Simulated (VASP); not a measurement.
# ZnS (P2_1) in VASP: notebook

Runs on ZnS. Level: PBE. Tasks: single point.

Program: VASP 6.6.1. These are calculated values, not measurements. Logs are shortened: lines on timing, memory, paths and dates and some standing lists are left out, and cuts for length are marked.

### Step 1. The cell of the first run

Symmetry: P2_1, No. 4, monoclinic system. The conventional cell has a = 3.692 Å, b = 6.304 Å, c = 3.692 Å, α = 90.00°, β = 120.00°, γ = 90.00°. Zn (site symmetry 1) has 4 S at 2.25 to 2.37 Å within 3.0 Å. S (site symmetry 1) has 4 Zn at 2.25 to 2.37 Å within 3.0 Å.

### Step 2. Single point, PBE

INCAR reads:

```
PREC = Accurate
ENCUT = 520
EDIFF = 1E-7
ISMEAR = 0
SIGMA = 0.05
LREAL = F
LASPH = T
NELM = 100
ALGO = Normal
ISIF = 2
LWAVE = F
LCHARG = F
GGA = PE
NBANDS = 26
```

KPOINTS reads:

```
Automatic mesh
0
Gamma
  9 9 4
```

POSCAR reads:

```
ZnS
1.0
    3.6917363860      0.0000000000      0.0000000000
   -1.8458681930      3.1971374943      0.0000000000
    0.0000000000      0.0000000000      6.3037246812
Zn S
2 2
Direct
    0.2993460745      0.6666666667      0.0052003729
    0.7006539255      0.3333333333      0.5052003729
    0.3607984271      0.6666666667      0.3797996271
    0.6392015729      0.3333333333      0.8797996271
```

Potentials or basis: VASP PAW PBE potentials, release 64 (Zn, S).

Launch:

```sh
$ cat potpaw_PBE.64/Zn/POTCAR potpaw_PBE.64/S/POTCAR > POTCAR
$ mpirun -np 1 vasp_std > vasp.out
```

OUTCAR:

```text
PREC = Accurate
   ENCUT = 520
   EDIFF = 1E-7
   ISMEAR = 0
   LREAL = F
   LASPH = T
   NELM = 100
   ISIF = 2
   GGA = PE

 ion  position               nearest neighbor table
   1  0.299  0.667  0.005-   4 2.25   4 2.27   4 2.29   3 2.37
   2  0.701  0.333  0.505-   3 2.25   3 2.27   3 2.29   4 2.37
   3  0.361  0.667  0.380-   2 2.25   2 2.27   2 2.29   1 2.37
   4  0.639  0.333  0.880-   1 2.25   1 2.27   1 2.29   2 2.37

  LATTYP: Found a hexagonal cell.
 ALAT       =     3.6917363860
 C/A-ratio  =     1.7075229708

  Lattice vectors:

 A1 = (   3.6917363860,   0.0000000000,   0.0000000000)
 A2 = (  -1.8458681930,   3.1971374943,   0.0000000000)
 A3 = (   0.0000000000,   0.0000000000,   6.3037246812)

Analysis of symmetry for initial positions (statically):
=====================================================================
 Subroutine PRICEL returns:
 Original cell was already a primitive cell.

 Routine SETGRP: Setting up the symmetry group for a
 hexagonal supercell.

 Subroutine GETGRP returns: Found  2 space group operations
 (whereof  1 operations were pure point group operations)
 out of a pool of 24 trial point group operations.

The static configuration has the point symmetry C_1 .
 The point group associated with its full space group is C_2 .

Analysis of symmetry for dynamics (positions and initial velocities):
=====================================================================
 Subroutine PRICEL returns:
 Original cell was already a primitive cell.

 Routine SETGRP: Setting up the symmetry group for a
 hexagonal supercell.

 Subroutine GETGRP returns: Found  2 space group operations
 (whereof  1 operations were pure point group operations)
 out of a pool of 24 trial point group operations.

The dynamic configuration has the point symmetry C_1 .
 The point group associated with its full space group is C_2 .

 Subroutine INISYM returns: Found  2 space group operations
 (whereof  1 operations are pure point group operations),
 and found     1 'primitive' translations

----------------------------------------------------------------------------------------

                                     Primitive cell

  volume of cell :      74.4028

  direct lattice vectors                    reciprocal lattice vectors
     3.691736386  0.000000000  0.000000000     0.270875246  0.156389896  0.000000000
    -1.845868193  3.197137494  0.000000000     0.000000000  0.312779792  0.000000000
     0.000000000  0.000000000  6.303724681     0.000000000  0.000000000  0.158636370

  length of vectors
     3.691736386  3.691736386  6.303724681     0.312779792  0.312779792  0.158636370

  position of ions in fractional coordinates (direct lattice)
     0.299346075  0.666666667  0.005200373
     0.700653925  0.333333333  0.505200373
     0.360798427  0.666666667  0.379799627
     0.639201573  0.333333333  0.879799627

  ion indices of the primitive-cell ions
   primitive index   ion index
                 1           1
                 2           2
                 3           3
                 4           4

----------------------------------------------------------------------------------------

 KPOINTS: Automatic mesh

Automatic generation of k-mesh.
 Grid dimensions read from file:
 generate k-points for:    9    9    4

 Generating k-lattice:

  Cartesian coordinates                     Fractional coordinates (reciprocal lattice)
     0.030097250  0.017376655  0.000000000     0.111111111  0.000000000  0.000000000
     0.000000000  0.034753310  0.000000000     0.000000000  0.111111111  0.000000000
     0.000000000  0.000000000  0.039659092     0.000000000  0.000000000  0.250000000

  Length of vectors
     0.034753310  0.034753310  0.039659092

  Shift w.r.t. Gamma in fractional coordinates (k-lattice)
     0.000000000  0.000000000  0.000000000

 Subroutine IBZKPT returns following result:
 ===========================================

 Found    123 irreducible k-points:

 Following reciprocal coordinates:
            Coordinates               Weight
  0.000000  0.000000  0.000000      1.000000
  0.111111  0.000000  0.000000      2.000000
  0.000000  0.111111  0.000000      2.000000
 -0.111111  0.111111  0.000000      2.000000
  0.222222  0.000000  0.000000      2.000000
  0.000000  0.222222  0.000000      2.000000
[... 16 lines left out ...]
  0.333333  0.111111  0.000000      2.000000
 -0.111111  0.444444  0.000000      2.000000
 [... further k-points ...]
   k-points           NKPTS =    123   k-points in BZ     NKDIM =    123   number of bands    NBANDS=     26
   number of dos      NEDOS =    301   number of ions     NIONS =      4
   total plane-waves  NPLWV =  37632
   dimension x,y,z NGX =    28 NGY =   28 NGZ =   48
   dimension x,y,z NGXF=    56 NGYF=   56 NGZF=   96
   ions per type =               2   2
   NGX,Y,Z   is equivalent  to a cutoff of  12.61, 12.61, 12.66 a.u.
   NGXF,Y,Z  is equivalent  to a cutoff of  25.22, 25.22, 25.32 a.u.
 SYSTEM =  unknown system
   PREC   = accura    normal or accurate (medium, high low for compatibility)
   ISTART =      0    job   : 0-new  1-cont  2-samecut
   ICHARG =      2    charge: 1-file 2-atom 10-const
   ISPIN  =      1    spin polarized calculation?
   LNONCOLLINEAR =      F non collinear calculations
   LSORBIT =      F    spin-orbit coupling
   LASPH  =      T    aspherical Exc in radial PAW
   ENCUT  =  520.0 eV  38.22 Ry    6.18 a.u.   6.86  6.86 11.72*2*pi/ulx,y,z
   NELM   =    100;   NELMIN=  2; NELMDL= -5     # of ELM steps
   EDIFF  = 0.1E-06   stopping-criterion for ELM
   LREAL  =      F    real-space projection
   EDIFFG = 0.1E-05   stopping-criterion for IOM
   NSW    =      0    number of steps for IOM
   IBRION =     -1    ionic relax: 0-MD 1-quasi-New 2-CG
   NFREE  =      0    steps in history (QN), initial steepest desc. (CG)
   ISIF   =      2    stress and relaxation
   ISYM   =      2    0-nonsym 1-usesym 2-fastsym
   POTIM  = 0.5000    time-step for ionic-motion
   TEBEG  =    0.0;   TEEND  =   0.0 temperature during run
   PSTRESS=    0.0 pullay stress
   NELECT =      36.0000    total number of electrons
   NUPDOWN=      -1.0000    fix difference up-down
   EMIN   =  10.00;   EMAX   =-10.00  energy-range for DOS
   EFERMI =   0.00;   METHOD = LEGACY
   ISMEAR =     0;   SIGMA  =   0.05  broadening in eV -4-tet -1-fermi 0-gaus
   EFERMI_NEDOS =   21; number of points for ismear=-14 and -15
   IALGO  =     38    algorithm
   IMIX   =      4    mixing-type and parameters
     AMIX     =   0.40;   BMIX     =  1.00
     AMIX_MAG =   1.60;   BMIX_MAG =  1.00
  volume/ion in A,a.u.               =      18.60       125.52
  Fermi-wavevector in a.u.,A,eV,Ry     =   1.285225  2.428724 22.474157  1.651804
  Thomas-Fermi vector in A             =   2.417372
   LORBIT       =      0    0 simple, 1 ext, 2 COOP (PROOUT), +10 PAW based schemes
   GGA     = PE    functional components
   LHFCALC =     F    Hartree Fock is set to
   AEXX    =    0.0000 exact exchange contribution
   IVDW    =     0    specifies the selected vdW correction
   LEPSILON=     F    determine dielectric tensor
   LRPA    =     F    only Hartree local field effects (RPA)
 non-spin polarized calculation
 Gauss-broadening in eV      SIGMA  =   0.05
  energy-cutoff  :      520.00
  volume of cell :       74.40
 maximum number of plane-waves:      2016
   NGX = 13   NGY = 13   NGZ = 23

 number of electron      36.0000011 magnetization

 Free energy of the ion-electron system (eV)
  ---------------------------------------------------
  ext. energy  EPLUGINS =         0.00000000
  ---------------------------------------------------
  free energy    TOTEN  =       -13.49395743 eV

  energy without entropy =      -13.49395743  energy(sigma->0) =      -13.49395743

 E-fermi :   3.0631     XC(G=0):  -9.9107

 val. band max:        2.7818523726   @ k =   0.0000   0.0000   0.0000
 cond. band min:       5.0548666137   @ k =   0.0000   0.0000   0.0000
 fundamental gap:      2.2730142411
 Fermi energy:         3.0631351430

 k-point     1 :       0.0000    0.0000    0.0000
  band No.  band energies     occupation
      1     -10.8990      2.00000
      2      -9.9555      2.00000
      3      -3.9439      2.00000
      4      -3.9037      2.00000
      5      -3.8781      2.00000
      6      -3.8365      2.00000
[... 18 lines left out ...]
     25      10.5935      0.00000
     26      11.8156      0.00000

 k-point     2 :       0.1111    0.0000    0.0000
  band No.  band energies     occupation
      1     -10.8033      2.00000
      2      -9.8932      2.00000
      3      -3.9520      2.00000
      4      -3.8928      2.00000
      5      -3.8582      2.00000
      6      -3.8093      2.00000
[... 18 lines left out ...]
     25      10.9436      0.00000
     26      11.1859      0.00000

 k-point     3 :       0.0000    0.1111    0.0000
  band No.  band energies     occupation
      1     -10.8032      2.00000
      2      -9.8945      2.00000
      3      -3.9445      2.00000
      4      -3.8840      2.00000
      5      -3.8690      2.00000
      6      -3.8248      2.00000
[... 18 lines left out ...]
     25      10.8751      0.00000
     26      11.3794      0.00000

 k-point     4 :      -0.1111    0.1111    0.0000
  band No.  band energies     occupation
      1     -10.8028      2.00000
      2      -9.8960      2.00000
      3      -3.9294      2.00000
      4      -3.8890      2.00000
      5      -3.8775      2.00000
      6      -3.8289      2.00000
[... 18 lines left out ...]
     25      10.7788      0.00000
     26      11.4921      0.00000
[... 496 lines left out ...]
      1     -10.3096      2.00000
      2      -9.6209      2.00000
      3      -3.9365      2.00000
      4      -3.8261      2.00000
      5      -3.8089      2.00000
      6      -3.7091      2.00000
[... 18 lines left out ...]
     25      11.2147      0.00000
     26      11.8242      0.00000

 k-point    23 :       0.3333    0.1111    0.0000
  band No.  band energies     occupation
      1      -9.9797      2.00000
      2      -9.4860      2.00000
      3      -3.8868      2.00000
      4      -3.7983      2.00000
      5      -3.7575      2.00000
      6      -3.6048      2.00000
[... 18 lines left out ...]
     25      12.0616      0.00000
     26      12.5353      0.00000

 k-point    24 :      -0.1111    0.4444    0.0000
  band No.  band energies     occupation
      1      -9.9653      2.00000
      2      -9.5165      2.00000
      3      -3.9080      2.00000
      4      -3.7888      2.00000
      5      -3.7356      2.00000
      6      -3.6159      2.00000
[... 18 lines left out ...]
     25      11.7043      0.00000
     26      12.7463      0.00000

 [... further k-points ...]
[... 5 lines left out ...]
  --------------------------------------------------------------------------------------
  -------------------------------------------------------------------------------------
  Total        4.3285524      4.3739133      1.1281547      0.0774917      0.0000000      0.0000000
  in kB       93.2103254     94.1871200     24.2934951      1.6686941      0.0000000      0.0000000
  external PRESSURE =      70.5636468 kB  Pullay stress =       0.0000000 kB

 VOLUME and BASIS-vectors are now :
 -----------------------------------------------------------------------------
  energy-cutoff  :      520.00
  volume of cell :       74.40
      direct lattice vectors                 reciprocal lattice vectors
     3.691736386  0.000000000  0.000000000     0.270875246  0.156389896  0.000000000
    -1.845868193  3.197137494  0.000000000     0.000000000  0.312779792  0.000000000
     0.000000000  0.000000000  6.303724681     0.000000000  0.000000000  0.158636370

 POSITION                                       TOTAL-FORCE (eV/Angst)
 -----------------------------------------------------------------------------------
     -0.12547      2.13142      0.03278         0.214710      0.013802      0.382140
      1.97134      1.06571      3.18464        -0.214710     -0.013802      0.382140
      0.10139      2.13142      2.39415         0.009014      0.009948     -0.382140
      1.74447      1.06571      5.54601        -0.009014     -0.009948     -0.382140
 -----------------------------------------------------------------------------------
    total drift:                               -0.000000     -0.000000     -0.000321

  FREE ENERGIE OF THE ION-ELECTRON SYSTEM (eV)
  ---------------------------------------------------
  free  energy   TOTEN  =       -13.4939574331 eV

  energy  without entropy=      -13.4939574331  energy(sigma->0) =      -13.49395743
```

Run time: 84 s. Hardware: 1 thread of Intel Xeon 6975P-C (Granite Rapids), shared host; peak memory 0.32 GiB.

Results:

```
Free energy            : -13.4940 eV
Pressure               : 7.1 GPa
Largest force          : 0.439 eV/Å
Band gap on the k mesh : 2.27 eV, direct
```

Forces in eV/Å, atoms in the order of the input:
```
Zn   0.215  0.014  0.382
Zn  -0.215 -0.014  0.382
S    0.009  0.010 -0.382
S   -0.009 -0.010 -0.382
```

Levels at points of the mesh, in eV from the valence-band top:
| k point | band 15 | band 16 | band 17 | band 18 | band 19 | band 20 | band 21 | band 22 |
| --- | --- | --- | --- | --- | --- | --- | --- | --- |
| (0.00, 0.00, 0.00) | -0.83 | -0.27 | -0.09 | 0.00 | 2.27 | 3.43 | 6.06 | 6.17 |
| (0.00, 0.00, 0.50) | -0.51 | -0.51 | -0.44 | -0.44 | 3.80 | 3.80 | 6.52 | 6.52 |

As with any semilocal functional, this PBE gap is likely too small.

[end of part 1 of 2]
